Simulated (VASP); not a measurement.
Wanted: the native input for a VASP 6.6.1 run.

* Task: single point
* Functional: PBE
* Potentials or basis: VASP PAW PBE potentials, release 64 (Ti_sv, O)
* Cutoff: 600 eV
* k mesh: 8 × 8 × 8
* Occupations: gaussian, width 0.01 eV
* Spin: no spin polarisation
* Dipole correction: no
* Further INCAR settings: ALGO = Normal; EDIFF = 1e-06; NBANDS = 33

The structure of TiO2 lies in POSCAR:

```
TiO2
1.0
   -1.8921000000      1.8921000000      4.7573000000
    1.8921000000     -1.8921000000      4.7573000000
    1.8921000000      1.8921000000     -4.7573000000
Ti O
2 4
Direct
    0.0000000000      1.0000000000      0.0000000000
    0.7500000000      0.2500000000      0.5000000000
    0.2081000000      0.2081000000      0.0000000000
    0.7919000000      0.7919000000      0.0000000000
   -0.0419000000      0.4581000000      0.5000000000
    0.5419000000      1.0419000000      0.5000000000
```

The input as run:

INCAR

```
PREC = Accurate ; ENCUT = 600
EDIFF = 1E-6 ; ISMEAR = 0
SIGMA = 0.01 ; LREAL = False
LASPH = True ; NELM = 120
ALGO = Normal ; ISIF = 2
LWAVE = False ; LCHARG = False
GGA = PE ; NBANDS = 33
GGA_COMPAT = False
```

KPOINTS

```
regular mesh
0
Gamma
  8 8 8
```

Potentials or basis: VASP PAW PBE potentials, release 64 (Ti_sv, O).

The run is started by

```sh
$ cat potpaw_PBE.64/Ti_sv/POTCAR potpaw_PBE.64/O/POTCAR > POTCAR
$ mpirun -np 1 vasp_std > vasp.out
```

It gave:

* Pressure: 5.7 GPa
* Largest force: 0.123 eV/Å
* Band gap on the k mesh: 2.14 eV (least direct gap 2.44 eV)

Caveat: the cell stands under pressure.

It took 5.3 min on 1 thread of Intel(R) Xeon(R) Platinum 8259CL CPU @ 2.50GHz (Skylake/Cascade Lake) (shared host), peak memory 0.39 GiB.
